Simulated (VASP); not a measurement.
## C: single point with LDA

C:

```
C
1.0
     0.00000    2.12700    3.24756
     1.22800    0.00000    3.24756
     1.22800    2.12700    0.00000
C
2
Cartesian
  1.2280 0.7090 3.2476
  1.2280 3.5450 3.2476
```

This cell differs from its parent crystal: strain +0.000 along x and y, -0.030 along z.

```
Program             : VASP 6.6.1
Task                : single point
Functional          : LDA
Potentials or basis : VASP PAW LDA potentials, release 64 (C)
Cutoff              : 520 eV
k mesh              : 14 × 14 × 14
Occupations         : gaussian, width 0.05 eV
Spin                : no spin polarisation
```

| Item | Value |
| --- | --- |
| Pressure | -2.8 GPa |
| Largest force | 0.043 eV/Å |
| Band gap on the k mesh | 0.17 eV, indirect (least direct gap 0.23 eV) |

Forces on the atoms (eV/Å):
```
C    0.000  0.043  0.000
C    0.000 -0.043  0.000
```

Stress tensor (GPa, compression positive):
```
-4.84  0.00  0.00
 0.00 -4.87  0.00
 0.00  0.00  1.33
```

Levels at points of the mesh, in eV from the valence-band top:
```tsv
k point	band 1	band 2	band 3	band 4	band 5	band 6	band 7	band 8	band 9
(0.00, 0.00, 0.00)	-19.84	-6.69	-3.28	-3.24	3.87	8.07	8.17	11.13	12.91
(0.50, 0.00, 0.00)	-14.32	-13.47	-6.68	-2.67	1.30	7.30	12.17	13.42	19.11
(0.50, 0.50, 0.00)	-19.43	-9.09	-3.29	-3.26	8.03	8.12	10.65	11.31	12.72
(0.50, 0.00, 0.50)	-14.46	-13.59	-6.64	-1.71	2.34	7.59	10.81	10.91	17.77
(0.00, 0.50, 0.50)	-14.16	-13.35	-6.71	-3.49	0.46	7.05	13.46	17.55	19.68
```

Wall time 36 s on 1 thread of Intel(R) Xeon(R) 6975P-C (Granite Rapids) (shared host), peak memory 0.16 GiB.

Caveat: the cell differs from its parent crystal (strain +0.000 along x and y, -0.030 along z). A k mesh can miss the band edges.
